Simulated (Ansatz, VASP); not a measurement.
## Two plane-wave programs on InSe

Contents of INCAR:

```
  PREC = Accurate
  ENCUT = 520
  EDIFF = 1E-6
  ISMEAR = -1
  SIGMA = 0.05
  LREAL = False
  LASPH = True
  NELM = 60
  ALGO = Normal
  ISIF = 2
  LWAVE = False
  LCHARG = False
  GGA = PE
  NBANDS = 27
```

KPOINTS

```
Automatic mesh
0
Gamma
  3 3 3
```

Contents of POSCAR:

```
InSe
1.0
    2.0000000000      1.1547005384      8.4400000000
   -2.0000000000      1.1547005384      8.4400000000
    0.0000000000     -2.3094010768      8.4400000000
In Se
2 2
Direct
    0.8886000000      0.8886000000      0.8886000000
    0.0000000000      0.0000000000      0.0000000000
    0.1719000000      0.1719000000      0.1719000000
    0.3835000000      0.3835000000      0.3835000000
```

The input input.yaml:

```yaml
crystal:
  lattice:
    - [2.0, 1.1547005384, 8.44]
    - [-2.0, 1.1547005384, 8.44]
    - [0.0, -2.3094010768, 8.44]
  atoms:
    - { symbol: In, position: [0.8886, 0.8886, 0.8886] }
    - { symbol: In, position: [0.0, 0.0, 0.0] }
    - { symbol: Se, position: [0.1719, 0.1719, 0.1719] }
    - { symbol: Se, position: [0.3835, 0.3835, 0.3835] }
hamiltonian:
  xc: pbe
  pseudopotentials: { kind: paw }
kpoints:
  mp_grid: { grid: [3, 3, 3] }
scf:
  occupations: { method: fermi_dirac, width: 0.05 }
output:
  forces: true
  stress: true
  eigenvalues: true
```

Alike in both runs: task single point; functional PBE; k mesh 3 × 3 × 3; occupations fermi-dirac, width 0.05 eV; no spin polarisation.

|  | VASP | Ansatz |
| --- | --- | --- |
| version | VASP 6.6.1 | Ansatz 0.2.0 |
| potentials or method | VASP PAW PBE potentials, release 64 (In_d, Se) | Ansatz PAW |
| plane-wave cutoff (eV) | 520 | 420 |
| valence electrons in the cell | 38 | 58 |

|  | VASP | Ansatz | Ansatz less VASP |
| --- | --- | --- | --- |
| gap on the k mesh at the Fermi level (eV) | 1.48 | 1.49 | +0.007 |
| least direct gap on the mesh (eV) | 1.48 | 1.49 | +0.007 |
| pressure (GPa) | 3.6 | 3.6 | -0.05 |
| traceless stress, the component that is largest in VASP (GPa) | -2.25 | -2.24 | +0.014 |
| rms of the force components (eV/Å) | 0.187 | 0.177 | -0.0096 |

Atom by atom the forces differ by 0.010 eV/Å (rms over components). The functional is the same, so the differences come from potentials, cutoffs and numerics. VASP's potentials hold 38 valence electrons a cell and Ansatz's 58, so a difference there can come from the potentials and not from the codes.

The k mesh is coarse, so the values compare programs but aren't converged. Noted on Ansatz's run: odd divisions of the mesh miss points on the zone boundary, where band edges often lie, so the gap on the mesh can be too wide.
